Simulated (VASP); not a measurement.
# Al (Fm-3m) in VASP: single point with LDA

Aim: the single point of Al with LDA.

Program: VASP 6.6.1. These are calculated values, not measurements. Logs are shortened: lines on timing, memory, paths and dates and some standing lists are left out, and cuts for length are marked.

**1. The cell of the first run**

Symmetry: Fm-3m, No. 225, cubic system. Conventional cell: a = 4.050 Å, b = 4.050 Å, c = 4.050 Å, α = 90.00°, β = 90.00°, γ = 90.00°. Within 3.8 Å of Al (site symmetry m-3m) lie 12 Al at 2.86 Å.

**2. Single point, LDA**

INCAR

```
SYSTEM = Al
ALGO = Normal
EDIFF = 1E-6
ENCUT = 500
GGA_COMPAT = .False.
ISIF = 2
ISMEAR = 1
LASPH = .True.
LCHARG = .False.
LREAL = .False.
LWAVE = .False.
NBANDS = 8
NELM = 120
PREC = Accurate
SIGMA = 0.1
```

KPOINTS

```
k-points
0
Gamma
  9 9 9
  0 0 0
```

POSCAR

```
Al
1.0
    0.0000000000      2.0248050000      2.0248050000
    2.0248050000      0.0000000000      2.0248050000
    2.0248050000      2.0248050000      0.0000000000
Al
1
Direct
    0.0000000000      0.0000000000      0.0000000000
```

Potentials or basis: VASP PAW LDA potentials, release 64 (Al).

Started as:

```
$ cat potpaw_LDA.64/Al/POTCAR > POTCAR
$ mpirun -np 1 vasp_std > vasp.out
```

OUTCAR:

```text
SYSTEM = Al
   EDIFF = 1E-6
   ENCUT = 500
   ISIF = 2
   ISMEAR = 1
   LASPH = .True.
   LREAL = .False.
   NELM = 120
   PREC = Accurate

 ion  position               nearest neighbor table
   1  0.000  0.000  0.000-

  LATTYP: Found a face centered cubic cell.
 ALAT       =     4.0496100000

  Lattice vectors:

 A1 = (   0.0000000000,   2.0248050000,   2.0248050000)
 A2 = (   2.0248050000,   0.0000000000,   2.0248050000)
 A3 = (   2.0248050000,   2.0248050000,   0.0000000000)

Analysis of symmetry for initial positions (statically):
=====================================================================
 Subroutine PRICEL returns:
 Original cell was already a primitive cell.

 Routine SETGRP: Setting up the symmetry group for a
 face centered cubic supercell.

 Subroutine GETGRP returns: Found 48 space group operations
 (whereof 48 operations were pure point group operations)
 out of a pool of 48 trial point group operations.

The static configuration has the point symmetry O_h .

Analysis of symmetry for dynamics (positions and initial velocities):
=====================================================================
 Subroutine PRICEL returns:
 Original cell was already a primitive cell.

 Routine SETGRP: Setting up the symmetry group for a
 face centered cubic supercell.

 Subroutine GETGRP returns: Found 48 space group operations
 (whereof 48 operations were pure point group operations)
 out of a pool of 48 trial point group operations.

The dynamic configuration has the point symmetry O_h .

 Subroutine INISYM returns: Found 48 space group operations
 (whereof 48 operations are pure point group operations),
 and found     1 'primitive' translations

----------------------------------------------------------------------------------------

                                     Primitive cell

  volume of cell :      16.6027

  direct lattice vectors                    reciprocal lattice vectors
     0.000000000  2.024805000  2.024805000    -0.246937359  0.246937359  0.246937359
     2.024805000  0.000000000  2.024805000     0.246937359 -0.246937359  0.246937359
     2.024805000  2.024805000  0.000000000     0.246937359  0.246937359 -0.246937359

  length of vectors
     2.863506692  2.863506692  2.863506692     0.427708053  0.427708053  0.427708053

  position of ions in fractional coordinates (direct lattice)
     0.000000000  0.000000000  0.000000000

  ion indices of the primitive-cell ions
   primitive index   ion index
                 1           1

----------------------------------------------------------------------------------------

 KPOINTS: k-points

Automatic generation of k-mesh.
 Grid dimensions read from file:
 generate k-points for:    9    9    9

 Generating k-lattice:

  Cartesian coordinates                     Fractional coordinates (reciprocal lattice)
    -0.027437484  0.027437484  0.027437484     0.111111111  0.000000000  0.000000000
     0.027437484 -0.027437484  0.027437484     0.000000000  0.111111111  0.000000000
     0.027437484  0.027437484 -0.027437484     0.000000000  0.000000000  0.111111111

  Length of vectors
     0.047523117  0.047523117  0.047523117

  Shift w.r.t. Gamma in fractional coordinates (k-lattice)
     0.000000000  0.000000000  0.000000000

 Subroutine IBZKPT returns following result:
 ===========================================

 Found     35 irreducible k-points:

 Following reciprocal coordinates:
            Coordinates               Weight
  0.000000  0.000000  0.000000      1.000000
  0.111111  0.000000  0.000000      8.000000
  0.222222  0.000000  0.000000      8.000000
  0.333333  0.000000  0.000000      8.000000
  0.444444  0.000000  0.000000      8.000000
  0.111111  0.111111  0.000000      6.000000
[... 16 lines left out ...]
 -0.333333  0.333333  0.000000     12.000000
  0.444444  0.444444  0.000000      6.000000
 [... further k-points ...]
   k-points           NKPTS =     35   k-points in BZ     NKDIM =     35   number of bands    NBANDS=      8
   number of dos      NEDOS =    301   number of ions     NIONS =      1
   total plane-waves  NPLWV =  13824
   dimension x,y,z NGX =    24 NGY =   24 NGZ =   24
   dimension x,y,z NGXF=    48 NGYF=   48 NGZF=   48
   ions per type =               1
   NGX,Y,Z   is equivalent  to a cutoff of  13.93, 13.93, 13.93 a.u.
   NGXF,Y,Z  is equivalent  to a cutoff of  27.87, 27.87, 27.87 a.u.
 SYSTEM =  Al
   PREC   = accura    normal or accurate (medium, high low for compatibility)
   ISTART =      0    job   : 0-new  1-cont  2-samecut
   ICHARG =      2    charge: 1-file 2-atom 10-const
   ISPIN  =      1    spin polarized calculation?
   LNONCOLLINEAR =      F non collinear calculations
   LSORBIT =      F    spin-orbit coupling
   LASPH  =      T    aspherical Exc in radial PAW
   ENCUT  =  500.0 eV  36.75 Ry    6.06 a.u.   5.22  5.22  5.22*2*pi/ulx,y,z
   NELM   =    120;   NELMIN=  2; NELMDL= -5     # of ELM steps
   EDIFF  = 0.1E-05   stopping-criterion for ELM
   LREAL  =      F    real-space projection
   EDIFFG = 0.1E-04   stopping-criterion for IOM
   NSW    =      0    number of steps for IOM
   IBRION =     -1    ionic relax: 0-MD 1-quasi-New 2-CG
   NFREE  =      0    steps in history (QN), initial steepest desc. (CG)
   ISIF   =      2    stress and relaxation
   ISYM   =      2    0-nonsym 1-usesym 2-fastsym
   POTIM  = 0.5000    time-step for ionic-motion
   TEBEG  =    0.0;   TEEND  =   0.0 temperature during run
   PSTRESS=    0.0 pullay stress
   NELECT =       3.0000    total number of electrons
   NUPDOWN=      -1.0000    fix difference up-down
   EMIN   =  10.00;   EMAX   =-10.00  energy-range for DOS
   EFERMI =   0.00;   METHOD = LEGACY
   ISMEAR =     1;   SIGMA  =   0.10  broadening in eV -4-tet -1-fermi 0-gaus
   EFERMI_NEDOS =   21; number of points for ismear=-14 and -15
   IALGO  =     38    algorithm
   IMIX   =      4    mixing-type and parameters
     AMIX     =   0.40;   BMIX     =  1.00
     AMIX_MAG =   1.60;   BMIX_MAG =  1.00
  volume/ion in A,a.u.               =      16.60       112.04
  Fermi-wavevector in a.u.,A,eV,Ry     =   0.925526  1.748991 11.654733  0.856599
  Thomas-Fermi vector in A             =   2.051390
   LORBIT       =      0    0 simple, 1 ext, 2 COOP (PROOUT), +10 PAW based schemes
   GGA     = CA    functional components
   LHFCALC =     F    Hartree Fock is set to
   AEXX    =    0.0000 exact exchange contribution
   IVDW    =     0    specifies the selected vdW correction
   LEPSILON=     F    determine dielectric tensor
   LRPA    =     F    only Hartree local field effects (RPA)
 non-spin polarized calculation
 Methfessel and Paxton  Order N= 1 SIGMA  =   0.10
  energy-cutoff  :      500.00
  volume of cell :       16.60
 maximum number of plane-waves:       436
 NGX is ok and might be reduce to    24
   NGX = 11   NGY = 11   NGZ = 11

 number of electron       3.0000000 magnetization

 Free energy of the ion-electron system (eV)
  ---------------------------------------------------
  ext. energy  EPLUGINS =         0.00000000
  ---------------------------------------------------
  free energy    TOTEN  =        -4.15257187 eV

  energy without entropy =       -4.15125198  energy(sigma->0) =       -4.15213191

 E-fermi :   7.7131     XC(G=0): -10.3203

 val. band max:        7.5831330609   @ k =   0.4444   0.4444   0.0000
 cond. band min:       7.7382166836   @ k =  -0.4444   0.3333   0.1111
 fundamental gap:      0.1550836227
 Fermi energy:         7.7131227517

 k-point     1 :       0.0000    0.0000    0.0000
  band No.  band energies     occupation
      1      -3.3298      2.00000
      2      20.2655      0.00000
      3      20.2655      0.00000
      4      20.2655      0.00000
      5      21.5378      0.00000
      6      21.5378      0.00000
      7      21.5378      0.00000
      8      24.2961      0.00000

 k-point     2 :       0.1111    0.0000    0.0000
  band No.  band energies     occupation
      1      -2.9967      2.00000
      2      16.5281      0.00000
      3      19.3910      0.00000
      4      19.3910      0.00000
      5      22.3226      0.00000
      6      22.8806      0.00000
      7      22.8806      0.00000
      8      25.4774      0.00000

 k-point     3 :       0.2222    0.0000    0.0000
  band No.  band energies     occupation
      1      -2.0019      2.00000
      2      12.1705      0.00000
      3      18.6098      0.00000
      4      18.6098      0.00000
      5      22.0429      0.00000
      6      22.7759      0.00000
      7      22.7759      0.00000
      8      25.7368      0.00000

 k-point     4 :       0.3333    0.0000    0.0000
  band No.  band energies     occupation
      1      -0.3594      2.00000
      2       8.2169     -0.00000
      3      18.3529      0.00000
      4      18.3529      0.00000
      5      20.9270      0.00000
      6      20.9270      0.00000
      7      21.9783      0.00000
      8      24.9824      0.00000

 k-point     5 :       0.4444    0.0000    0.0000
  band No.  band energies     occupation
      1       1.9091      2.00000
      2       4.7819      2.00000
      3      18.6414      0.00000
      4      18.6414      0.00000
      5      19.5322      0.00000
      6      19.5322      0.00000
      7      22.4171      0.00000
      8      23.4434      0.00000

 k-point     6 :       0.1111    0.1111    0.0000
  band No.  band energies     occupation
      1      -2.8858      2.00000
      2      17.8338      0.00000
      3      17.8338      0.00000
      4      18.2117      0.00000
      5      20.6172      0.00000
      6      22.9648      0.00000
      7      24.5875      0.00000
      8      24.5875      0.00000

 k-point     7 :       0.2222    0.1111    0.0000
  band No.  band energies     occupation
      1      -2.1121      2.00000
      2      13.8038      0.00000
      3      16.8145      0.00000
      4      18.3187      0.00000
      5      20.1439      0.00000
      6      21.6676      0.00000
      7      25.0586      0.00000
      8      25.6365      0.00000

 k-point     8 :       0.3333    0.1111    0.0000
  band No.  band energies     occupation
      1      -0.6865      2.00000
      2       9.7399      0.00000
      3      16.3552      0.00000
      4      17.9732      0.00000
      5      18.0377      0.00000
      6      23.9769      0.00000
      7      24.0458      0.00000
      8      25.1981      0.00000

 k-point     9 :       0.4444    0.1111    0.0000
  band No.  band energies     occupation
      1       1.3717      2.00000
      2       6.1408      2.00000
      3      16.3183      0.00000
      4      16.4592      0.00000
      5      18.1958      0.00000
      6      22.4574      0.00000
      7      24.7941      0.00000
      8      25.9302      0.00000

 k-point    10 :      -0.4444    0.1111    0.0000
  band No.  band energies     occupation
      1       3.0792      2.00000
      2       4.0450      2.00000
      3      15.2322      0.00000
      4      17.1273      0.00000
      5      18.9329      0.00000
      6      21.4364      0.00000
      7      24.3284      0.00000
      8      26.0942      0.00000
[... 78 lines left out ...]
 k-point    18 :      -0.3333    0.2222    0.0000
  band No.  band energies     occupation
      1       2.2290      2.00000
      2       6.9174      2.00000
      3      10.9205      0.00000
      4      16.3651      0.00000
      5      18.2976      0.00000
      6      24.1101      0.00000
      7      26.4559      0.00000
      8      27.4939      0.00000

 k-point    19 :      -0.2222    0.2222    0.0000
  band No.  band energies     occupation
      1       0.1838      2.00000
      2       9.9472      0.00000
      3      11.3824      0.00000
      4      17.9711      0.00000
      5      20.0109      0.00000
      6      23.6861      0.00000
      7      24.3973      0.00000
      8      25.5030      0.00000

 k-point    20 :       0.3333    0.3333    0.0000
  band No.  band energies     occupation
      1       0.6150      2.00000
      2      12.0685      0.00000
      3      14.0095      0.00000
      4      14.0800      0.00000
      5      14.0800      0.00000
      6      17.5127      0.00000
      7      30.3736      0.00000
      8      31.6628      0.00000

 k-point    21 :       0.4444    0.3333    0.0000
  band No.  band energies     occupation
      1       2.2203      2.00000
      2       9.9018      0.00000
      3      10.5979      0.00000
      4      13.7989      0.00000
      5      15.1737      0.00000
      6      18.8877      0.00000
      7      29.6426      0.00000
      8      31.8803      0.00000

 k-point    22 :      -0.4444    0.3333    0.0000
  band No.  band energies     occupation
      1       4.4071      2.00000
      2       7.2430      2.00000
      3       8.4590     -0.00000
      4      14.0855      0.00000
      5      15.7239      0.00000
      6      22.3031      0.00000
      7      28.4952      0.00000
      8      30.7374      0.00000

 k-point    23 :      -0.3333    0.3333    0.0000
  band No.  band energies     occupation
      1       4.4502      2.00000
      2       6.6789      2.00000
      3       8.0785     -0.00000
      4      14.9405      0.00000
      5      16.7359      0.00000
      6      26.1747      0.00000
      7      27.6791      0.00000
      8      27.8215      0.00000

 k-point    24 :       0.4444    0.4444    0.0000
  band No.  band energies     occupation
      1       3.5680      2.00000
      2       7.5831      2.06935
      3      13.1355      0.00000
      4      13.3266      0.00000
      5      13.3266      0.00000
      6      16.7279      0.00000
      7      32.3309      0.00000
      8      33.8586      0.00000

 [... further k-points ...]

------------------------ aborting loop because EDIFF is reached ----------------------------------------

  FORCE on cell =-STRESS in cart. coord.  units (eV):
  Direction    XX          YY          ZZ          XY          YZ          ZX
  --------------------------------------------------------------------------------------
  -------------------------------------------------------------------------------------
  Total       -0.3502818     -0.3502818     -0.3502818      0.0000000      0.0000000     -0.0000000
  in kB      -33.8024745    -33.8024745    -33.8024745      0.0000000      0.0000000     -0.0000000
  external PRESSURE =     -33.8024745 kB  Pullay stress =       0.0000000 kB

 VOLUME and BASIS-vectors are now :
 -----------------------------------------------------------------------------
  energy-cutoff  :      500.00
  volume of cell :       16.60
      direct lattice vectors                 reciprocal lattice vectors
     0.000000000  2.024805000  2.024805000    -0.246937359  0.246937359  0.246937359
     2.024805000  0.000000000  2.024805000     0.246937359 -0.246937359  0.246937359
     2.024805000  2.024805000  0.000000000     0.246937359  0.246937359 -0.246937359

 POSITION                                       TOTAL-FORCE (eV/Angst)
 -----------------------------------------------------------------------------------
      0.00000      0.00000      0.00000         0.000000      0.000000      0.000000
 -----------------------------------------------------------------------------------
    total drift:                                0.000000      0.000000      0.000000

  FREE ENERGIE OF THE ION-ELECTRON SYSTEM (eV)
  ---------------------------------------------------
  free  energy   TOTEN  =        -4.1525718690 eV

  energy  without entropy=       -4.1512519776  energy(sigma->0) =       -4.15213191
```

It took 5.4 s on 1 thread of Intel Xeon 8259CL, shared host; peak memory 0.12 GiB.

Results:

```
Free energy : -4.1526 eV
Pressure    : -3.4 GPa
```
